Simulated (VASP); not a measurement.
# Si3C (P-4m2) in VASP: settings compared

Si3C is run at these levels: PBE, r2SCAN; tasks: single point.

Everything below comes from runs of VASP 6.6.1. Logs are shortened: lines on timing, memory, paths and dates and some standing lists are left out, and cuts for length are marked.

**1. The cell of the first run**

The structure is tetragonal, space group P-4m2 (No. 115). The conventional cell has a = 3.511 Å, b = 3.511 Å, c = 5.122 Å, α = 90.00°, β = 90.00°, γ = 90.00°. Within 2.7 Å of C (site symmetry -4m2) lie 4 Si at 2.04 Å. Within 2.7 Å of Si (site symmetry 2mm) lie 2 C at 2.04 Å and 2 Si at 2.33 Å. Within 3.1 Å of Si (site symmetry -4m2) lie 4 Si at 2.33 Å.

**2. Single point, PBE (volume changed by +6%)**

Input file INCAR:

```
ALGO     = Normal         # electronic algorithm
EDIFF    = 1E-6           # SCF threshold, eV
ENCUT    = 520            # plane-wave cutoff, eV
GGA      = PE             # functional
ISIF     = 2              # what is computed and relaxed
ISMEAR   = -1             # smearing method
LASPH    = True           # aspherical terms in the spheres
LCHARG   = False          # write CHGCAR
LREAL    = False          # projectors in reciprocal space
LWAVE    = False          # write WAVECAR
NBANDS   = 16             # bands
NELM     = 60             # most SCF steps
PREC     = Accurate       # precision mode
SIGMA    = 0.02           # smearing width, eV
```

Input file KPOINTS:

```
k-points
0
Gamma
  6 6 4
```

Input file POSCAR:

```
Si3C
1.0
    3.5110530979      0.0000000000      0.0000000000
    0.0000000000      3.5110530979      0.0000000000
    0.0000000000      0.0000000000      5.1216464169
C Si
1 3
Direct
    0.0000000000      0.0000000000      0.0000000000
    0.0000000000      0.5000000000      0.2021229506
    0.5000000000      0.5000000000      0.5000000000
    0.5000000000      0.0000000000      0.7978770494
```

Potentials or basis: VASP PAW PBE potentials, release 64 (C, Si).

Command:

```bash
$ cat potpaw_PBE.64/C/POTCAR potpaw_PBE.64/Si/POTCAR > POTCAR
$ mpirun -np 1 vasp_std > vasp.out
```

OUTCAR:

```text
EDIFF = 1E-6
   ENCUT = 520
   GGA = PE
   ISIF = 2
   ISMEAR = -1
   LASPH = True
   LREAL = False
   NELM = 60
   PREC = Accurate

 ion  position               nearest neighbor table
   1  0.000  0.000  0.000-   2 2.04   4 2.04   2 2.04   4 2.04
   2  0.000  0.500  0.202-   1 2.04   1 2.04   3 2.33   3 2.33
   3  0.500  0.500  0.500-   2 2.33   4 2.33   4 2.33   2 2.33
   4  0.500  0.000  0.798-   1 2.04   1 2.04   3 2.33   3 2.33

  LATTYP: Found a simple tetragonal cell.
 ALAT       =     3.5110530979
 C/A-ratio  =     1.4587208664

  Lattice vectors:

 A1 = (   3.5110530979,   0.0000000000,   0.0000000000)
 A2 = (   0.0000000000,   3.5110530979,   0.0000000000)
 A3 = (   0.0000000000,   0.0000000000,   5.1216464169)

Analysis of symmetry for initial positions (statically):
=====================================================================
 Subroutine PRICEL returns:
 Original cell was already a primitive cell.

 Routine SETGRP: Setting up the symmetry group for a
 simple tetragonal supercell.

 Subroutine GETGRP returns: Found  8 space group operations
 (whereof  8 operations were pure point group operations)
 out of a pool of 16 trial point group operations.

The static configuration has the point symmetry D_2d.

Analysis of symmetry for dynamics (positions and initial velocities):
=====================================================================
 Subroutine PRICEL returns:
 Original cell was already a primitive cell.

 Routine SETGRP: Setting up the symmetry group for a
 simple tetragonal supercell.

 Subroutine GETGRP returns: Found  8 space group operations
 (whereof  8 operations were pure point group operations)
 out of a pool of 16 trial point group operations.

The dynamic configuration has the point symmetry D_2d.

 Subroutine INISYM returns: Found  8 space group operations
 (whereof  8 operations are pure point group operations),
 and found     1 'primitive' translations

----------------------------------------------------------------------------------------

                                     Primitive cell

  volume of cell :      63.1371

  direct lattice vectors                    reciprocal lattice vectors
     3.511053098  0.000000000  0.000000000     0.284814833  0.000000000  0.000000000
     0.000000000  3.511053098  0.000000000     0.000000000  0.284814833  0.000000000
     0.000000000  0.000000000  5.121646417     0.000000000  0.000000000  0.195249714

  length of vectors
     3.511053098  3.511053098  5.121646417     0.284814833  0.284814833  0.195249714

  position of ions in fractional coordinates (direct lattice)
     0.000000000  0.000000000  0.000000000
     0.000000000  0.500000000  0.202122951
     0.500000000  0.500000000  0.500000000
     0.500000000  0.000000000  0.797877049

  ion indices of the primitive-cell ions
   primitive index   ion index
                 1           1
                 2           2
                 3           3
                 4           4

----------------------------------------------------------------------------------------

 KPOINTS: k-points

Automatic generation of k-mesh.
 Grid dimensions read from file:
 generate k-points for:    6    6    4

 Generating k-lattice:

  Cartesian coordinates                     Fractional coordinates (reciprocal lattice)
     0.047469139  0.000000000  0.000000000     0.166666667  0.000000000  0.000000000
     0.000000000  0.047469139  0.000000000     0.000000000  0.166666667  0.000000000
     0.000000000  0.000000000  0.048812429     0.000000000  0.000000000  0.250000000

  Length of vectors
     0.047469139  0.047469139  0.048812429

  Shift w.r.t. Gamma in fractional coordinates (k-lattice)
     0.000000000  0.000000000  0.000000000

 Subroutine IBZKPT returns following result:
 ===========================================

 Found     30 irreducible k-points:

 Following reciprocal coordinates:
            Coordinates               Weight
  0.000000  0.000000  0.000000      1.000000
  0.166667  0.000000  0.000000      4.000000
  0.333333  0.000000  0.000000      4.000000
  0.500000  0.000000  0.000000      2.000000
  0.166667  0.166667  0.000000      4.000000
  0.333333  0.166667  0.000000      8.000000
[... 16 lines left out ...]
  0.333333  0.000000  0.500000      4.000000
  0.500000  0.000000  0.500000      2.000000
 [... further k-points ...]
   k-points           NKPTS =     30   k-points in BZ     NKDIM =     30   number of bands    NBANDS=     16
   number of dos      NEDOS =    301   number of ions     NIONS =      4
   total plane-waves  NPLWV =  31360
   dimension x,y,z NGX =    28 NGY =   28 NGZ =   40
   dimension x,y,z NGXF=    56 NGYF=   56 NGZF=   80
   ions per type =               1   3
   NGX,Y,Z   is equivalent  to a cutoff of  13.26, 13.26, 12.98 a.u.
   NGXF,Y,Z  is equivalent  to a cutoff of  26.52, 26.52, 25.97 a.u.
 SYSTEM =  unknown system
   PREC   = accura    normal or accurate (medium, high low for compatibility)
   ISTART =      0    job   : 0-new  1-cont  2-samecut
   ICHARG =      2    charge: 1-file 2-atom 10-const
   ISPIN  =      1    spin polarized calculation?
   LNONCOLLINEAR =      F non collinear calculations
   LSORBIT =      F    spin-orbit coupling
   LASPH  =      T    aspherical Exc in radial PAW
   ENCUT  =  520.0 eV  38.22 Ry    6.18 a.u.   6.53  6.53  9.52*2*pi/ulx,y,z
   NELM   =     60;   NELMIN=  2; NELMDL= -5     # of ELM steps
   EDIFF  = 0.1E-05   stopping-criterion for ELM
   LREAL  =      F    real-space projection
   EDIFFG = 0.1E-04   stopping-criterion for IOM
   NSW    =      0    number of steps for IOM
   IBRION =     -1    ionic relax: 0-MD 1-quasi-New 2-CG
   NFREE  =      0    steps in history (QN), initial steepest desc. (CG)
   ISIF   =      2    stress and relaxation
   ISYM   =      2    0-nonsym 1-usesym 2-fastsym
   POTIM  = 0.5000    time-step for ionic-motion
   TEBEG  =    0.0;   TEEND  =   0.0 temperature during run
   PSTRESS=    0.0 pullay stress
   NELECT =      16.0000    total number of electrons
   NUPDOWN=      -1.0000    fix difference up-down
   EMIN   =  10.00;   EMAX   =-10.00  energy-range for DOS
   EFERMI =   0.00;   METHOD = LEGACY
   ISMEAR =    -1;   SIGMA  =   0.02  broadening in eV -4-tet -1-fermi 0-gaus
   EFERMI_NEDOS =   21; number of points for ismear=-14 and -15
   IALGO  =     38    algorithm
   IMIX   =      4    mixing-type and parameters
     AMIX     =   0.40;   BMIX     =  1.00
     AMIX_MAG =   1.60;   BMIX_MAG =  1.00
  volume/ion in A,a.u.               =      15.78       106.52
  Fermi-wavevector in a.u.,A,eV,Ry     =   1.035985  1.957727 14.602649  1.073264
  Thomas-Fermi vector in A             =   2.170354
   LORBIT       =      0    0 simple, 1 ext, 2 COOP (PROOUT), +10 PAW based schemes
   GGA     = PE    functional components
   LHFCALC =     F    Hartree Fock is set to
   AEXX    =    0.0000 exact exchange contribution
   IVDW    =     0    specifies the selected vdW correction
   LEPSILON=     F    determine dielectric tensor
   LRPA    =     F    only Hartree local field effects (RPA)
 non-spin polarized calculation
  energy-cutoff  :      520.00
  volume of cell :       63.14
 maximum number of plane-waves:      1735
 NGX is ok and might be reduce to    28
   NGX = 13   NGY = 13   NGZ = 19

 number of electron      16.0000001 magnetization

 Free energy of the ion-electron system (eV)
  ---------------------------------------------------
  ext. energy  EPLUGINS =         0.00000000
  ---------------------------------------------------
  free energy    TOTEN  =       -24.30204104 eV

  energy without entropy =      -24.30092822  energy(sigma->0) =      -24.30148463

 E-fermi :   6.9748     XC(G=0): -10.0265

 val. band max:        6.9057568036   @ k =   0.0000   0.0000   0.2500
 cond. band min:       6.9784918421   @ k =   0.1667   0.0000   0.0000
 fundamental gap:      0.0727350385
 Fermi energy:         6.9748061275

 k-point     1 :       0.0000    0.0000    0.0000
  band No.  band energies     occupation
      1      -7.2615      2.00000
      2      -2.4792      2.00000
      3      -1.4118      2.00000
      4       2.7719      2.00000
      5       2.7719      2.00000
      6       6.1302      2.00000
[... 8 lines left out ...]
     15      15.0386      0.00000
     16      16.4338      0.00000

 k-point     2 :       0.1667    0.0000    0.0000
  band No.  band energies     occupation
      1      -7.0055      2.00000
      2      -2.4445      2.00000
      3      -1.2570      2.00000
      4       1.7043      2.00000
      5       2.9396      2.00000
      6       5.2872      2.00000
[... 8 lines left out ...]
     15      14.9837      0.00000
     16      14.9986      0.00000

 k-point     3 :       0.3333    0.0000    0.0000
  band No.  band energies     occupation
      1      -6.3045      2.00000
      2      -2.9772      2.00000
      3      -0.6286      2.00000
      4       1.1195      2.00000
      5       2.9640      2.00000
      6       3.3408      2.00000
[... 8 lines left out ...]
     15      14.1266      0.00000
     16      14.3253      0.00000

 k-point     4 :       0.5000    0.0000    0.0000
  band No.  band energies     occupation
      1      -5.6970      2.00000
      2      -3.7196      2.00000
      3       0.4272      2.00000
      4       0.9018      2.00000
      5       2.1225      2.00000
      6       2.6049      2.00000
[... 8 lines left out ...]
     15      14.1439      0.00000
     16      14.5354      0.00000

 k-point     5 :       0.1667    0.1667    0.0000
  band No.  band energies     occupation
      1      -6.7520      2.00000
      2      -2.3358      2.00000
      3      -1.1825      2.00000
      4       1.8547      2.00000
      5       1.9525      2.00000
      6       5.0306      2.00000
[... 8 lines left out ...]
     15      14.0079      0.00000
     16      14.9312      0.00000

 k-point     6 :       0.3333    0.1667    0.0000
  band No.  band energies     occupation
      1      -6.0612      2.00000
      2      -2.7206      2.00000
      3      -0.7265      2.00000
      4       1.3156      2.00000
      5       2.3053      2.00000
      6       3.0690      2.00000
[... 8 lines left out ...]
     15      13.4357      0.00000
     16      14.1479      0.00000
[... 267 lines left out ...]
 k-point    21 :       0.0000    0.0000    0.5000
  band No.  band energies     occupation
      1      -6.8468      2.00000
      2      -4.4910      2.00000
      3       1.9261      2.00000
      4       2.9904      2.00000
      5       2.9904      2.00000
      6       3.2727      2.00000
[... 8 lines left out ...]
     15      14.4739      0.00000
     16      14.8276      0.00000

 k-point    22 :       0.1667    0.0000    0.5000
  band No.  band energies     occupation
      1      -6.6162      2.00000
      2      -4.2215      2.00000
      3       0.7270      2.00000
      4       2.3903      2.00000
      5       3.1319      2.00000
      6       3.6595      2.00000
[... 8 lines left out ...]
     15      12.8158      0.00000
     16      13.9716      0.00000

 k-point    23 :       0.3333    0.0000    0.5000
  band No.  band energies     occupation
      1      -6.0174      2.00000
      2      -3.5230      2.00000
      3      -0.9801      2.00000
      4       0.6343      2.00000
      5       3.4539      2.00000
      6       4.3062      2.00000
[... 8 lines left out ...]
     15      13.0614      0.00000
     16      15.3394      0.00000

 k-point    24 :       0.5000    0.0000    0.5000
  band No.  band energies     occupation
      1      -5.5747      2.00000
      2      -3.1272      2.00000
      3      -1.3786      2.00000
      4      -0.7221      2.00000
      5       3.6416      2.00000
      6       4.9884      2.00000
[... 8 lines left out ...]
     15      13.6166      0.00000
     16      16.1837      0.00000

 [... further k-points ...]
[... 5 lines left out ...]
  --------------------------------------------------------------------------------------
  -------------------------------------------------------------------------------------
  Total       -2.5763747     -2.5763747     -2.7749051      0.0000000      0.0000000      0.0000000
  in kB      -65.3785401    -65.3785401    -70.4164829      0.0000000      0.0000000      0.0000000
  external PRESSURE =     -67.0578544 kB  Pullay stress =       0.0000000 kB

 VOLUME and BASIS-vectors are now :
 -----------------------------------------------------------------------------
  energy-cutoff  :      520.00
  volume of cell :       63.14
      direct lattice vectors                 reciprocal lattice vectors
     3.511053098  0.000000000  0.000000000     0.284814833  0.000000000  0.000000000
     0.000000000  3.511053098  0.000000000     0.000000000  0.284814833  0.000000000
     0.000000000  0.000000000  5.121646417     0.000000000  0.000000000  0.195249714

 POSITION                                       TOTAL-FORCE (eV/Angst)
 -----------------------------------------------------------------------------------
      0.00000      0.00000      0.00000        -0.000000     -0.000000      0.000000
      0.00000      1.75553      1.03520         0.000000     -0.000000      0.132350
      1.75553      1.75553      2.56082         0.000000      0.000000      0.000000
      1.75553      0.00000      4.08644         0.000000     -0.000000     -0.132350
 -----------------------------------------------------------------------------------
    total drift:                               -0.000000      0.000000     -0.000000

  FREE ENERGIE OF THE ION-ELECTRON SYSTEM (eV)
  ---------------------------------------------------
  free  energy   TOTEN  =       -24.3020410429 eV

  energy  without entropy=      -24.3009282231  energy(sigma->0) =      -24.30148463
```

It took 12 s on 1 thread of Intel Xeon 6975P-C (Granite Rapids), shared host; peak memory 0.18 GiB.

What came out:

```
Free energy            : -24.3020 eV
Pressure               : -6.7 GPa
Largest force          : 0.132 eV/Å
Band gap on the k mesh : zero (band 8 reaches 7.08 eV, above the bottom of band 9 at 6.67 eV)
```

Forces in eV/Å, atoms in the order of the input:
```
C    0.000  0.000  0.000
Si   0.000  0.000  0.132
Si   0.000  0.000  0.000
Si   0.000  0.000 -0.132
```

Levels at points of the mesh, in eV from the Fermi level:
```tsv
k point	band 5	band 6	band 7	band 8	band 9	band 10	band 11	band 12
(0.00, 0.00, 0.00)	-4.20	-0.84	-0.81	0.11	0.11	1.13	3.20	3.20
(0.50, 0.00, 0.00)	-4.85	-4.37	-3.38	-0.38	1.86	2.61	3.79	5.41
(0.50, 0.50, 0.00)	-4.00	-3.71	-3.71	-3.15	-0.30	0.60	1.00	1.00
(0.00, 0.00, 0.50)	-3.98	-3.70	-0.89	-0.89	0.53	1.19	3.51	3.61
(0.50, 0.00, 0.50)	-3.33	-1.99	-1.94	-0.14	0.30	2.85	3.46	3.65
(0.50, 0.50, 0.50)	-4.93	-4.73	-4.73	-4.61	3.20	3.90	3.90	4.01
```

**3. Single point, r2SCAN (volume changed by -6%)**

Input file POSCAR:

```
Si3C
1.0
    3.3617535959      0.0000000000      0.0000000000
    0.0000000000      3.3617535959      0.0000000000
    0.0000000000      0.0000000000      4.8983553087
C Si
1 3
Direct
    0.0000000000      0.0000000000      0.0000000000
    0.0000000000      0.5000000000      0.2031984769
    0.5000000000      0.5000000000      0.5000000000
    0.5000000000      0.0000000000      0.7968015231
```

Input file INCAR.step1:

```
PREC = Accurate
ENCUT = 520
ISMEAR = -1
SIGMA = 0.02
LREAL = False
LASPH = True
NELM = 80
NBANDS = 16
GGA = PE
ALGO = Normal
EDIFF = 1E-4
LWAVE = True
LCHARG = False
```

Input file INCAR.step2:

```
PREC = Accurate
ENCUT = 520
EDIFF = 1E-6
ISMEAR = -1
SIGMA = 0.02
LREAL = False
LASPH = True
NELM = 80
ALGO = Normal
ISIF = 2
LWAVE = False
LCHARG = False
METAGGA = R2SCAN
LMIXTAU = True
NBANDS = 16
ISTART = 1
```

Input file KPOINTS:

```
Automatic mesh
0
Gamma
  6 6 4
```

Potentials or basis: VASP PAW PBE potentials, release 64 (C, Si).

Command:

```bash
$ cat potpaw_PBE.64/C/POTCAR potpaw_PBE.64/Si/POTCAR > POTCAR
$ cp INCAR.step1 INCAR
$ mpirun -np 1 vasp_std > vasp.out
$ cp INCAR.step2 INCAR
$ mpirun -np 1 vasp_std > vasp.out
```

Wall time 35 s (1 thread of Intel Xeon 6975P-C (Granite Rapids), shared host); peak memory 0.17 GiB.

Results (log left out):

```yaml
Free_energy: -35.1111 eV
Pressure: 9.5 GPa
Largest_force: 0.388 eV/Å
Band_gap_on_the_k_mesh: zero (band 8 reaches 8.59 eV, above the bottom of band 9 at 8.27 eV)
```

Forces on the atoms (eV/Å):
```
C    0.000  0.000  0.000
Si   0.000  0.000 -0.388
Si   0.000  0.000  0.000
Si   0.000  0.000  0.388
```

Stress tensor (GPa, compression positive):
```
 9.11  0.00  0.00
 0.00  9.11  0.00
 0.00  0.00 10.17
```

Levels at points of the mesh, in eV from the Fermi level:
| k point | band 5 | band 6 | band 7 | band 8 | band 9 | band 10 | band 11 | band 12 |
| --- | --- | --- | --- | --- | --- | --- | --- | --- |
| (0.00, 0.00, 0.00) | -4.99 | -1.11 | -0.90 | 0.07 | 0.07 | 1.39 | 3.58 | 3.58 |
| (0.50, 0.00, 0.00) | -5.64 | -5.26 | -4.02 | -0.47 | 2.57 | 2.62 | 4.35 | 6.02 |
| (0.50, 0.50, 0.00) | -4.77 | -4.42 | -4.42 | -3.80 | -0.25 | 0.31 | 1.07 | 1.07 |
| (0.00, 0.00, 0.50) | -4.74 | -3.98 | -1.12 | -1.12 | 0.55 | 1.69 | 3.60 | 3.90 |
| (0.50, 0.00, 0.50) | -3.95 | -2.36 | -2.34 | -0.17 | 0.86 | 3.62 | 3.93 | 4.01 |
| (0.50, 0.50, 0.50) | -5.90 | -5.66 | -5.66 | -5.54 | 3.27 | 4.43 | 4.44 | 4.44 |

Caveat: the PAW data sets were made with another functional, which shifts forces and pressure a little.
